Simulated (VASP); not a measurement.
Input of a VASP 6.6.1 run:

Contents of INCAR:

```
SYSTEM = TiB2
PREC     = Accurate       ! precision mode
ENCUT    = 600            ! plane-wave cutoff, eV
EDIFF    = 1E-7           ! SCF threshold, eV
ISMEAR   = -1             ! smearing method
SIGMA    = 0.15           ! smearing width, eV
LREAL    = .FALSE.        ! projectors in reciprocal space
LASPH    = .TRUE.         ! aspherical terms in the spheres
NELM     = 80             ! most SCF steps
ALGO     = Normal         ! electronic algorithm
ISIF     = 3              ! what is computed and relaxed
LWAVE    = .FALSE.        ! write WAVECAR
LCHARG   = .FALSE.        ! write CHGCAR
IBRION   = 2              ! ionic algorithm
NSW      = 80             ! ionic steps
EDIFFG   = -0.001         ! ionic threshold
```

File KPOINTS:

```
Automatic mesh
0
G
  15 15 12
  0 0 0
```

File POSCAR:

```
TiB2
1.0
    2.9939207400      0.0000000029      0.0000000000
   -1.4969603725      2.5928114163      0.0000000000
    0.0000000000      0.0000000000      3.1595020479
Ti B
1 2
Direct
    0.0000000000      0.0000000000      0.0000000000
    0.3333333333      0.6666666667      0.5000000000
    0.6666666667      0.3333333333      0.5000000000
```

Potentials or basis: VASP PAW LDA potentials, release 64 (Ti_sv, B).

Run with:

```console
$ cat potpaw_LDA.64/Ti_sv/POTCAR potpaw_LDA.64/B/POTCAR > POTCAR
$ mpirun -np 1 vasp_std > vasp.out
```

Estimate the relaxed volume.

8.20 Å³/atom.

Estimate the relaxed cell.

a = 2.996 Å, b = 2.996 Å, c = 3.162 Å, α = 90.00°, β = 90.00°, γ = 120.00°.

Estimate the band gap on the k mesh.

zero (band 9 reaches 10.88 eV, above the bottom of band 10 at 10.15 eV).

Estimate the space group after relaxing (to 0.05 Å).

P6/mmm (No. 191).

Final structure:
```
Ti B
1.0
     2.99622    0.00000    0.00000
    -1.49811    2.59480    0.00000
     0.00000    0.00000    3.16227
Ti B
1 2
Direct
  0.00000 0.00000 0.00000
  0.33333 0.66667 0.50000
  0.66667 0.33333 0.50000
```
